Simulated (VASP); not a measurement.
The system is NaCl.

```
Cl Na
1.0
     0.00000    2.79406    2.79406
     2.79406    0.00000    2.79406
     2.79406    2.79406    0.00000
Cl Na
1 1
Direct
  0.50000 0.50000 0.50000
  0.00000 0.00000 0.00000
```

Base run:

| Item | Value |
| --- | --- |
| Program | VASP 6.6.1 |
| Functional | r2SCAN |
| Potentials or basis | VASP PAW PBE potentials, release 64 (Cl, Na_pv) |
| Cutoff | 300 eV |
| k mesh | 11 × 11 × 11 |
| Occupations | tetrahedron |
| Spin | no spin polarisation |

Its results: band gap on the k mesh 6.04 eV; pressure -0.3 GPa.

The run is repeated on the same cell with these changes: cutoff from 300 eV to 520 eV; k mesh from 11 × 11 × 11 to 25 × 25 × 25. What comes out?

Band gap on the k mesh 6.04 eV; pressure 0.1 GPa.

Caveats: the PAW data sets were made with another functional, which shifts forces and pressure a little; an odd mesh through Γ misses points on the zone boundary, where band edges can lie; the cutoff is under 1.25 times the usual one of these potentials, so pressure, stress and relaxed cells hold a basis-set (Pulay) error (at least some runs).
